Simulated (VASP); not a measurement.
Write the native input for VASP 6.6.1 that does the following.

```yaml
Task: single point
Functional: r2SCAN
Potentials_or_basis: VASP PAW PBE potentials, release 64 (Cd, S)
Cutoff: 520 eV
k_mesh: 8 × 8 × 8
Occupations: gaussian, width 0.02 eV
Spin: no spin polarisation
Dipole_correction: no
Further_INCAR_settings: ALGO = Normal; EDIFF = 1e-07; NBANDS = 16
```

Crystal: CdS.

```xyz
2
Lattice="0.0000 2.9684 2.9684 2.9684 0.0000 2.9684 2.9684 2.9684 0.0000" Properties=species:S:1:pos:R:3 pbc="T T T"
Cd    0.0000    0.0000    0.0000
S     1.4842    1.4842    1.4842
```

These files were run (other wordings do the same):

POSCAR

```
CdS
1.0
    0.0000000000      2.9683836272      2.9683836272
    2.9683836272      0.0000000000      2.9683836272
    2.9683836272      2.9683836272      0.0000000000
Cd S
1 1
Direct
    0.0000000000      0.0000000000      0.0000000000
    0.2500000000      0.2500000000      0.2500000000
```

INCAR.step1

```
ALGO = Normal
EDIFF = 1E-4
ENCUT = 520
GGA = PE
ISMEAR = 0
LASPH = T
LCHARG = F
LREAL = F
LWAVE = T
NBANDS = 16
NELM = 100
PREC = Accurate
SIGMA = 0.02
```

INCAR.step2

```
ALGO = Normal
EDIFF = 1E-7
ENCUT = 520
ISIF = 2
ISMEAR = 0
ISTART = 1
LASPH = T
LCHARG = F
LMIXTAU = T
LREAL = F
LWAVE = F
METAGGA = R2SCAN
NBANDS = 16
NELM = 100
PREC = Accurate
SIGMA = 0.02
```

KPOINTS

```
k-points
0
Gamma
  8 8 8
```

Potentials or basis: VASP PAW PBE potentials, release 64 (Cd, S).

Run with:

```bash
$ cat potpaw_PBE.64/Cd/POTCAR potpaw_PBE.64/S/POTCAR > POTCAR
$ cp INCAR.step1 INCAR
$ mpirun -np 1 vasp_std > vasp.out
$ cp INCAR.step2 INCAR
$ mpirun -np 1 vasp_std > vasp.out
```

Results of the run:

| Property | Result |
| --- | --- |
| Pressure | -1.4 GPa |
| Band gap on the k mesh | 1.47 eV |

Caveat: the PAW data sets were made with another functional, which shifts forces and pressure a little.

Wall time 57 s on 1 thread of AMD EPYC 9R45 96-Core Processor (Zen 5), on a shared host, peak memory 0.16 GiB.
